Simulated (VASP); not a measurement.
# ZnS (P6_3/mmc) in VASP: relaxation of cell and atoms with r2SCAN

Aim: the relaxation of cell and atoms of ZnS with r2SCAN.

Program: VASP 6.6.1. These are calculated values, not measurements. Logs are shortened: lines on timing, memory, paths and dates and some standing lists are left out, and cuts for length are marked.

### Step 1. The cell of the first run

It takes space group P6_3/mmc (No. 194, hexagonal). Conventional cell: a = 3.974 Å, b = 3.974 Å, c = 6.011 Å, α = 90.00°, β = 90.00°, γ = 120.00°. Zn (site symmetry -6m2) has 5 S at 2.29 to 3.01 Å within 3.1 Å. S (site symmetry -6m2) has 5 Zn at 2.29 to 3.01 Å within 3.1 Å.

### Step 2. Relaxation of cell and atoms, r2SCAN

The input, POSCAR:

```
ZnS
1.0
    3.9742907605      0.0000000000      0.0000000000
   -1.9871453803      3.4418367606      0.0000000000
    0.0000000000      0.0000000000      6.0111383431
Zn S
2 2
Direct
    0.3333333333      0.6666666667      0.2500000000
    0.6666666667      0.3333333333      0.7500000000
    0.6666666667      0.3333333333      0.2500000000
    0.3333333333      0.6666666667      0.7500000000
```

The input, INCAR.step1:

```
PREC = Accurate
ENCUT = 600
ISMEAR = -1
SIGMA = 0.02
LREAL = False
LASPH = True
NELM = 80
GGA = PE
ALGO = Normal
EDIFF = 1E-4
LWAVE = True
LCHARG = False
```

The input, INCAR.step2:

```
PREC = Accurate
ENCUT = 600
EDIFF = 1E-6
ISMEAR = -1
SIGMA = 0.02
LREAL = False
LASPH = True
NELM = 80
ALGO = Normal
ISIF = 3
LWAVE = False
LCHARG = False
METAGGA = R2SCAN
LMIXTAU = True
IBRION = 2
NSW = 80
EDIFFG = -0.005
ISTART = 1
```

The input, KPOINTS:

```
Automatic mesh
0
Gamma
  6 6 4
```

Potentials or basis: VASP PAW PBE potentials, release 64 (Zn, S).

The run is started by

```bash
> cat potpaw_PBE.64/Zn/POTCAR potpaw_PBE.64/S/POTCAR > POTCAR
> cp INCAR.step1 INCAR
> mpirun -np 1 vasp_std > vasp.out
> cp INCAR.step2 INCAR
> mpirun -np 1 vasp_std > vasp.out
```

OUTCAR:

```text
PREC = Accurate
   ENCUT = 600
   EDIFF = 1E-6
   ISMEAR = -1
   LREAL = False
   LASPH = True
   NELM = 80
   ISIF = 3
   METAGGA = R2SCAN
   IBRION = 2
   NSW = 80
   EDIFFG = -0.005
   ISTART = 1

 ion  position               nearest neighbor table
   1  0.333  0.667  0.250-   3 2.29   3 2.29   3 2.29
   2  0.667  0.333  0.750-   4 2.29   4 2.29   4 2.29
   3  0.667  0.333  0.250-   1 2.29   1 2.29   1 2.29
   4  0.333  0.667  0.750-   2 2.29   2 2.29   2 2.29

  LATTYP: Found a hexagonal cell.
 ALAT       =     3.9742907605
 C/A-ratio  =     1.5125059301

  Lattice vectors:

 A1 = (   3.9742907605,   0.0000000000,   0.0000000000)
 A2 = (  -1.9871453803,   3.4418367606,   0.0000000000)
 A3 = (   0.0000000000,   0.0000000000,   6.0111383431)

Analysis of symmetry for initial positions (statically):
=====================================================================
 Subroutine PRICEL returns:
 Original cell was already a primitive cell.

 Routine SETGRP: Setting up the symmetry group for a
 hexagonal supercell.

 Subroutine GETGRP returns: Found 24 space group operations
 (whereof 12 operations were pure point group operations)
 out of a pool of 24 trial point group operations.

The static configuration has the point symmetry D_3d.
 The point group associated with its full space group is D_6h.

Analysis of symmetry for dynamics (positions and initial velocities):
=====================================================================
 Subroutine PRICEL returns:
 Original cell was already a primitive cell.

 Routine SETGRP: Setting up the symmetry group for a
 hexagonal supercell.

 Subroutine GETGRP returns: Found 24 space group operations
 (whereof 12 operations were pure point group operations)
 out of a pool of 24 trial point group operations.

The dynamic configuration has the point symmetry D_3d.
 The point group associated with its full space group is D_6h.

 Subroutine INISYM returns: Found 24 space group operations
 (whereof 12 operations are pure point group operations),
 and found     1 'primitive' translations

----------------------------------------------------------------------------------------

                                     Primitive cell

  volume of cell :      82.2255

  direct lattice vectors                    reciprocal lattice vectors
     3.974290761  0.000000000  0.000000000     0.251617222  0.145271271  0.000000000
    -1.987145380  3.441836761  0.000000000     0.000000000  0.290542542  0.000000000
     0.000000000  0.000000000  6.011138343     0.000000000  0.000000000  0.166357842

  length of vectors
     3.974290761  3.974290761  6.011138343     0.290542542  0.290542542  0.166357842

  position of ions in fractional coordinates (direct lattice)
     0.333333333  0.666666667  0.250000000
     0.666666667  0.333333333  0.750000000
     0.666666667  0.333333333  0.250000000
     0.333333333  0.666666667  0.750000000

  ion indices of the primitive-cell ions
   primitive index   ion index
                 1           1
                 2           2
                 3           3
                 4           4

----------------------------------------------------------------------------------------

 KPOINTS: Automatic mesh

Automatic generation of k-mesh.
 Grid dimensions read from file:
 generate k-points for:    6    6    4

 Generating k-lattice:

  Cartesian coordinates                     Fractional coordinates (reciprocal lattice)
     0.041936204  0.024211878  0.000000000     0.166666667  0.000000000  0.000000000
     0.000000000  0.048423757  0.000000000     0.000000000  0.166666667  0.000000000
     0.000000000  0.000000000  0.041589460     0.000000000  0.000000000  0.250000000

  Length of vectors
     0.048423757  0.048423757  0.041589460

  Shift w.r.t. Gamma in fractional coordinates (k-lattice)
     0.000000000  0.000000000  0.000000000

 Subroutine IBZKPT returns following result:
 ===========================================

 Found     21 irreducible k-points:

 Following reciprocal coordinates:
            Coordinates               Weight
  0.000000  0.000000  0.000000      1.000000
  0.166667  0.000000  0.000000      6.000000
  0.333333  0.000000  0.000000      6.000000
  0.500000  0.000000  0.000000      3.000000
  0.166667  0.166667  0.000000      6.000000
  0.333333  0.166667  0.000000     12.000000
[... 13 lines left out ...]
  0.333333  0.166667  0.500000     12.000000
  0.333333  0.333333  0.500000      2.000000
   k-points           NKPTS =     21   k-points in BZ     NKDIM =     21   number of bands    NBANDS=     22
   number of dos      NEDOS =    301   number of ions     NIONS =      4
   total plane-waves  NPLWV =  49152
   dimension x,y,z NGX =    32 NGY =   32 NGZ =   48
   dimension x,y,z NGXF=    64 NGYF=   64 NGZF=   96
   ions per type =               2   2
   NGX,Y,Z   is equivalent  to a cutoff of  13.39, 13.39, 13.28 a.u.
   NGXF,Y,Z  is equivalent  to a cutoff of  26.77, 26.77, 26.55 a.u.
 SYSTEM =  unknown system
   PREC   = accura    normal or accurate (medium, high low for compatibility)
   ISTART =      1    job   : 0-new  1-cont  2-samecut
   ICHARG =      0    charge: 1-file 2-atom 10-const
   ISPIN  =      1    spin polarized calculation?
   LNONCOLLINEAR =      F non collinear calculations
   LSORBIT =      F    spin-orbit coupling
   LASPH  =      T    aspherical Exc in radial PAW
   ENCUT  =  600.0 eV  44.10 Ry    6.64 a.u.   7.94  7.94 12.01*2*pi/ulx,y,z
   NELM   =     80;   NELMIN=  2; NELMDL=  0     # of ELM steps
   EDIFF  = 0.1E-05   stopping-criterion for ELM
   LREAL  =      F    real-space projection
   EDIFFG = -.5E-02   stopping-criterion for IOM
   NSW    =     80    number of steps for IOM
   IBRION =      2    ionic relax: 0-MD 1-quasi-New 2-CG
   NFREE  =      1    steps in history (QN), initial steepest desc. (CG)
   ISIF   =      3    stress and relaxation
   ISYM   =      2    0-nonsym 1-usesym 2-fastsym
   POTIM  = 0.5000    time-step for ionic-motion
   TEBEG  =    0.0;   TEEND  =   0.0 temperature during run
   PSTRESS=    0.0 pullay stress
   NELECT =      36.0000    total number of electrons
   NUPDOWN=      -1.0000    fix difference up-down
   EMIN   =  10.00;   EMAX   =-10.00  energy-range for DOS
   EFERMI =   0.00;   METHOD = LEGACY
   ISMEAR =    -1;   SIGMA  =   0.02  broadening in eV -4-tet -1-fermi 0-gaus
   EFERMI_NEDOS =   21; number of points for ismear=-14 and -15
   IALGO  =     38    algorithm
   IMIX   =      4    mixing-type and parameters
     AMIX     =   0.40;   BMIX     =  1.00
     AMIX_MAG =   1.60;   BMIX_MAG =  1.00
  volume/ion in A,a.u.               =      20.56       138.72
  Fermi-wavevector in a.u.,A,eV,Ry     =   1.243102  2.349122 21.025120  1.545303
  Thomas-Fermi vector in A             =   2.377428
   LORBIT       =      0    0 simple, 1 ext, 2 COOP (PROOUT), +10 PAW based schemes
   METAGGA = R2SCAN    functional components
   LHFCALC =     F    Hartree Fock is set to
   AEXX    =    0.0000 exact exchange contribution
   IVDW    =     0    specifies the selected vdW correction
   LEPSILON=     F    determine dielectric tensor
   LRPA    =     F    only Hartree local field effects (RPA)
 conjugate gradient relaxation of ions
 non-spin polarized calculation
  energy-cutoff  :      600.00
  volume of cell :       82.23
 maximum number of plane-waves:      2778
 NGX is ok and might be reduce to    32
   NGX = 15   NGY = 15   NGZ = 25

--------------------------------------- Ionic step        1  -------------------------------------------

 number of electron      36.0000023 magnetization

 Free energy of the ion-electron system (eV)
  ---------------------------------------------------
  ext. energy  EPLUGINS =         0.00000000
  ---------------------------------------------------
  free energy    TOTEN  =       -37.00536963 eV

  energy without entropy =      -37.00536963  energy(sigma->0) =      -37.00536963

------------------------ aborting loop because EDIFF is reached ----------------------------------------

  FORCE on cell =-STRESS in cart. coord.  units (eV):
  Direction    XX          YY          ZZ          XY          YZ          ZX
  --------------------------------------------------------------------------------------
  -------------------------------------------------------------------------------------
  Total       -1.2380223     -1.2380223     -0.6037667      0.0000000      0.0000000      0.0000000
  in kB      -24.1230620    -24.1230620    -11.7644894      0.0000000      0.0000000      0.0000000
  external PRESSURE =     -20.0035378 kB  Pullay stress =       0.0000000 kB

 VOLUME and BASIS-vectors are now :
 -----------------------------------------------------------------------------
  energy-cutoff  :      600.00
  volume of cell :       82.23
      direct lattice vectors                 reciprocal lattice vectors
     3.974290761  0.000000000  0.000000000     0.251617222  0.145271271  0.000000000
    -1.987145380  3.441836761  0.000000000     0.000000000  0.290542542  0.000000000
     0.000000000  0.000000000  6.011138343     0.000000000  0.000000000  0.166357842
[... 267 lines left out ...]
 POSITION                                       TOTAL-FORCE (eV/Angst)
 -----------------------------------------------------------------------------------
     -0.00000      2.28080      1.46026         0.000000     -0.000000      0.000000
      1.97523      1.14040      4.38079         0.000000      0.000000     -0.000000
      1.97523      1.14040      1.46026        -0.000000     -0.000000      0.000000
     -0.00000      2.28080      4.38079        -0.000000     -0.000000      0.000000
 -----------------------------------------------------------------------------------
    total drift:                                0.000000     -0.000000      0.000000

  FREE ENERGIE OF THE ION-ELECTRON SYSTEM (eV)
  ---------------------------------------------------
  free  energy   TOTEN  =       -37.0222607842 eV

  energy  without entropy=      -37.0222607842  energy(sigma->0) =      -37.02226078

--------------------------------------- Ionic step        9  -------------------------------------------

 number of electron      36.0000010 magnetization

 Free energy of the ion-electron system (eV)
  ---------------------------------------------------
  ext. energy  EPLUGINS =         0.00000000
  ---------------------------------------------------
  free energy    TOTEN  =       -37.02243794 eV

  energy without entropy =      -37.02243794  energy(sigma->0) =      -37.02243794

 E-fermi :   2.3894     XC(G=0): -10.2601

 val. band max:        1.9651304917   @ k =   0.0000   0.0000   0.0000
 cond. band min:       3.9001337911   @ k =   0.0000   0.0000   0.0000
 fundamental gap:      1.9350032994
 Fermi energy:         2.3894075650

 k-point     1 :       0.0000    0.0000    0.0000
  band No.  band energies     occupation
      1     -11.8180      2.00000
      2     -10.7650      2.00000
      3      -4.9347      2.00000
      4      -4.9345      2.00000
      5      -4.9000      2.00000
      6      -4.8999      2.00000
[... 14 lines left out ...]
     21       8.1149      0.00000
     22       8.1150      0.00000
[... 520 lines left out ...]
 POSITION                                       TOTAL-FORCE (eV/Angst)
 -----------------------------------------------------------------------------------
     -0.00000      2.27905      1.46774        -0.000000      0.000000      0.000000
      1.97371      1.13952      4.40323         0.000000     -0.000000     -0.000000
      1.97371      1.13952      1.46774         0.000000      0.000000     -0.000000
     -0.00000      2.27905      4.40323         0.000000      0.000000      0.000000
 -----------------------------------------------------------------------------------
    total drift:                                0.000000     -0.000000      0.000000

  FREE ENERGIE OF THE ION-ELECTRON SYSTEM (eV)
  ---------------------------------------------------
  free  energy   TOTEN  =       -37.0224379394 eV

  energy  without entropy=      -37.0224379394  energy(sigma->0) =      -37.02243794

 reached required accuracy - stopping structural energy minimisation
```

It took 7.1 min on 1 thread of Intel Xeon 6975P-C (Granite Rapids), shared host; peak memory 0.25 GiB.

What came out:

* Free energy: -37.0224 eV
* Relaxed volume: 19.81 Å³/atom
* Relaxed cell: a = 3.947 Å, b = 3.947 Å, c = 5.871 Å, α = 90.00°, β = 90.00°, γ = 120.00°
* Space group after relaxing (to 0.1 Å): P6_3/mmc (No. 194)
* Energy gained by relaxing: 4.3 meV/atom
* Ionic steps: 9
* Pressure after relaxing: 0.0 GPa
* Band gap on the k mesh: 1.94 eV

Step by step:
```csv
step,energy change (eV),largest force (eV/Å),pressure (GPa),volume (Å³)
1,0.0000,0.0000,-2.00,82.23
2,-0.0113,0.0000,1.03,79.21
3,-0.0147,0.0000,0.01,80.15
4,-0.0147,0.0000,-0.06,80.24
5,-0.0147,0.0000,-0.10,80.28
6,-0.0152,0.0000,-0.10,80.14
7,-0.0164,0.0000,-0.09,79.75
8,-0.0169,0.0000,0.04,78.94
9,-0.0171,0.0000,-0.02,79.23
```

Final structure:
```
Zn S
1.0
     3.94743    0.00000    0.00000
    -1.97371    3.41857    0.00000
     0.00000    0.00000    5.87097
Zn S
2 2
Direct
  0.33333 0.66667 0.25000
  0.66667 0.33333 0.75000
  0.66667 0.33333 0.25000
  0.33333 0.66667 0.75000
```

Caveat: the PAW data sets were made with another functional, which shifts forces and pressure a little. A k mesh can miss the band edges.
